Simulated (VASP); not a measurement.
Here is a VASP 6.6.1 calculation.

The input INCAR:

```
PREC = Accurate
ENCUT = 520
EDIFF = 1E-6
ISMEAR = 0
SIGMA = 0.03
LREAL = False
LASPH = True
NELM = 60
ALGO = Fast
ISIF = 2
LWAVE = False
LCHARG = False
GGA = PS
NBANDS = 11
```

File KPOINTS:

```
regular mesh
0
Gamma
  10 10 10
```

POSCAR

```
Sr
1.0
    0.0000000000      2.9662912500      3.0423500000
    3.1184087500      0.0000000000      3.0423500000
    3.1184087500      2.9662912500      0.0000000000
Sr
1
Direct
    0.0000000000      0.0000000000      0.0000000000
```

Potentials or basis: VASP PAW PBE potentials, release 64 (Sr_sv).

Launch:

```bash
$ cat potpaw_PBE.64/Sr_sv/POTCAR > POTCAR
$ mpirun -np 1 vasp_std > vasp.out
```

(1) What does it give for the pressure?

(2) Predict the band gap on the k mesh.

Answers

(1) -0.9 GPa.

(2) zero (bands 5 and 6 overlap by 0.06 eV).

Caveat: the cell differs from its parent crystal (strain +0.0250 x Voigt [1, -1, 0, 0, 0, 0]); the PAW data sets were made with another functional, which shifts forces and pressure a little.
